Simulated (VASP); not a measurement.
Wanted: the native input for a VASP 6.6.1 run.

```yaml
Task: relaxation of cell and atoms
Functional: LDA
Potentials_or_basis: VASP PAW LDA potentials, release 64 (Cd, Se)
Cutoff: 600 eV
k_mesh: 9 × 9 × 4
Occupations: gaussian, width 0.02 eV
Spin: no spin polarisation
Dipole_correction: no
Further_INCAR_settings: ALGO = Normal; EDIFF = 1e-06; IBRION = 2; EDIFFG = -0.002; NSW = 100; ISIF = 3
```

The structure of CdSe lies in POSCAR:

```
CdSe
1.0
    4.3460853800      0.0000000000      0.0000000000
   -2.1730426900      3.7638203500      0.0000000000
    0.0000000000      0.0000000000      7.0898398800
Cd Se
2 2
Direct
    0.6666666700      0.3333333300      0.4999533600
    0.3333333300      0.6666666700      0.9999533600
    0.6666666700      0.3333333300      0.8759066400
    0.3333333300      0.6666666700      0.3759066400
```

The input as run:

INCAR

```
SYSTEM = CdSe
PREC = Accurate
ENCUT = 600
EDIFF = 1E-6
ISMEAR = 0
SIGMA = 0.02
LREAL = .FALSE.
LASPH = .TRUE.
NELM = 100
ALGO = Normal
ISIF = 3
LWAVE = .FALSE.
LCHARG = .FALSE.
IBRION = 2
NSW = 100
EDIFFG = -0.002
```

KPOINTS

```
regular mesh
0
G
  9 9 4
  0 0 0
```

Potentials or basis: VASP PAW LDA potentials, release 64 (Cd, Se).

Command:

```bash
$ cat potpaw_LDA.64/Cd/POTCAR potpaw_LDA.64/Se/POTCAR > POTCAR
$ mpirun -np 1 vasp_std > vasp.out
```

It gave:

The relaxed volume is 27.32 Å³/atom and the relaxed cell is a = 4.259 Å, b = 4.259 Å, c = 6.958 Å, α = 90.00°, β = 90.00°, γ = 120.00°. The space group after relaxing (to 0.1 Å) is P6_3mc (No. 186) and the energy gained by relaxing is 16.5 meV/atom. The ionic steps are 33 and the pressure after relaxing is 0.0 GPa. The band gap on the k mesh is 0.48 eV.

Caveat: semilocal functionals underestimate gaps, and a narrow one can read as zero.

Wall time 13 min on 1 thread of Intel(R) Xeon(R) Platinum 8488C (Sapphire Rapids), on a shared host, peak memory 0.29 GiB.
